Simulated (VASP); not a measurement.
Wanted: the native input for a VASP 6.6.1 run.

```yaml
Task: relaxation of shape and atoms at fixed volume
Functional: PBE
Potentials_or_basis: VASP PAW PBE potentials, release 64 (H)
Cutoff: 600 eV
k_mesh: 9 × 9 × 6
Occupations: gaussian, width 0.02 eV
Spin: no spin polarisation
Dipole_correction: no
Further_INCAR_settings: ALGO = Normal; EDIFF = 1e-07; IBRION = 2; EDIFFG = -0.01; NSW = 50; ISIF = 4
```

The structure of H lies in POSCAR:

```
H
1.0
    3.8320376577      0.0000000000      0.0000000000
   -1.9160188288      3.3186419598      0.0000000000
    0.0000000000      0.0000000000      5.0253043707
H
4
Direct
    0.3333333333      0.6666666667      0.1760596972
    0.6666666667      0.3333333333      0.6760596972
    0.6666666667      0.3333333333      0.8239403028
    0.3333333333      0.6666666667      0.3239403028
```

This cell differs from its parent crystal: volume scaled by 0.97.

The input as run:

INCAR

```
SYSTEM = H
  PREC = Accurate
  ENCUT = 600
  EDIFF = 1E-7
  ISMEAR = 0
  SIGMA = 0.02
  LREAL = .False.
  LASPH = .True.
  NELM = 80
  ALGO = Normal
  ISIF = 4
  LWAVE = .False.
  LCHARG = .False.
  GGA = PE
  IBRION = 2
  NSW = 50
  EDIFFG = -0.01
```

KPOINTS

```
regular mesh
0
Gamma
  9 9 6
  0 0 0
```

Potentials or basis: VASP PAW PBE potentials, release 64 (H).

The run is started by

```bash
$ cat potpaw_PBE.64/H/POTCAR > POTCAR
$ mpirun -np 1 vasp_std > vasp.out
```

It gave:

The energy gained by relaxing is 0.4 meV/atom, the ionic steps are 3 and the pressure after relaxing is 0.0 GPa. The band gap on the k mesh is 9.30 eV, direct.

It took 50 s on 1 thread of Intel Xeon 8259CL, on a shared host, peak memory 0.19 GiB.
